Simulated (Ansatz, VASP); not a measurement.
## Two plane-wave programs on Ga3Sb

```xyz
8
Lattice="-5.6545 0.0000 0.0000 0.0000 0.0000 5.6545 0.0000 5.6545 0.0000" Properties=species:S:1:pos:R:3 pbc="T T T"
Ga   -2.8272    0.0000    0.0000
Ga   -2.8272    2.8272    0.0000
Ga   -2.8272    2.8272    2.8272
Ga    0.0000    0.0000    0.0000
Ga    0.0000    0.0000    2.8272
Ga    0.0000    2.8272    2.8272
Sb   -2.8272    0.0000    2.8272
Sb    0.0000    2.8272    0.0000
```

Alike in both runs: functional PBE; k mesh 6 × 6 × 6; occupations gaussian, width 0.1 eV; no spin polarisation.

Ansatz relaxed the structure, and its values are those at the end. VASP's run is a single point on that final structure, the one shown.

|  | VASP | Ansatz |
| --- | --- | --- |
| version | VASP 6.6.1 | Ansatz 0.2.0 |
| potentials or method | VASP PAW PBE potentials, release 64 (Ga_d, Sb), cutoff 520 eV | scalar-relativistic, plane waves, PAW |
| valence electrons in the cell | 88 | 108 |

|  | VASP | Ansatz | Ansatz less VASP |
| --- | --- | --- | --- |
| gap on the k mesh at the Fermi level (eV) | none | none | - |
| pressure (GPa) | -0.1 | -0.1 | -0.06 |

A gap of «none» marks a metal or a gap that the smearing closes. VASP's potentials hold 88 valence electrons a cell and Ansatz's 108, so a difference there can come from the potentials and not from the codes.

Spin-orbit coupling is off throughout.
